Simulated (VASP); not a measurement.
Set up this calculation in VASP 6.6.1, as the native input.

* Task: single point
* Functional: r2SCAN
* Potentials or basis: VASP PAW PBE potentials, release 64 (Cr_pv)
* Cutoff: 520 eV
* k mesh: 14 × 14 × 9
* Occupations: fermi-dirac, width 0.05 eV
* Spin: collinear spin, antiferromagnetic start
* Starting moments: [3.096, -3.096] μB
* Dipole correction: no
* Further INCAR settings: ALGO = Normal; EDIFF = 1e-06; NBANDS = 23

The system is Cr.

```
Cr
1.0
     2.89488    0.00000    0.00000
    -1.44744    2.50704    0.00000
     0.00000    0.00000    3.93307
Cr
2
Direct
  0.33333 0.66667 0.25000
  0.66667 0.33333 0.75000
```

This cell differs from its parent crystal: volume scaled by 0.96.

One way to write it, as run:

POSCAR

```
Cr
1.0
    2.8948834557      0.0000000000      0.0000000000
   -1.4474417279      2.5070426137      0.0000000000
    0.0000000000      0.0000000000      3.9330723673
Cr
2
Direct
    0.3333333333      0.6666666667      0.2500000000
    0.6666666667      0.3333333333      0.7500000000
```

INCAR.step1

```
PREC = Accurate ; ENCUT = 520
ISMEAR = -1 ; SIGMA = 0.05
LREAL = False ; LASPH = True
NELM = 150 ; ISPIN = 2
MAGMOM = 3.096 -3.096 ; LMAXMIX = 4
NBANDS = 23 ; GGA = PE
ALGO = Normal ; EDIFF = 1E-4
LWAVE = True ; LCHARG = False
```

INCAR.step2

```
PREC = Accurate ; ENCUT = 520
EDIFF = 1E-6 ; ISMEAR = -1
SIGMA = 0.05 ; LREAL = False
LASPH = True ; NELM = 150
ALGO = Normal ; ISIF = 2
LWAVE = False ; LCHARG = False
ISPIN = 2 ; MAGMOM = 3.096 -3.096
LORBIT = 11 ; LMAXMIX = 4
METAGGA = R2SCAN ; LMIXTAU = True
NBANDS = 23 ; ISTART = 1
```

KPOINTS

```
Automatic mesh
0
Gamma
  14 14 9
```

Potentials or basis: VASP PAW PBE potentials, release 64 (Cr_pv).

Launch:

```sh
$ cat potpaw_PBE.64/Cr_pv/POTCAR > POTCAR
$ cp INCAR.step1 INCAR
$ mpirun -np 1 vasp_std > vasp.out
$ cp INCAR.step2 INCAR
$ mpirun -np 1 vasp_std > vasp.out
```

Results of the run:

```yaml
Pressure: 3.3 GPa
Band_gap_on_the_k_mesh: zero (filled and empty bands overlap)
Net_moment: 0.00 μB per cell
Site_moments: Cr +3.11, -3.11 μB
Valence_electrons_inside_the_program's_atomic_spheres: Cr 10.97
```

Caveat: the PAW data sets were made with another functional, which shifts forces and pressure a little.

Wall time 17 min on 1 thread of Oxide Virtual Turin-like Processor, on a shared host, peak memory 0.21 GiB.
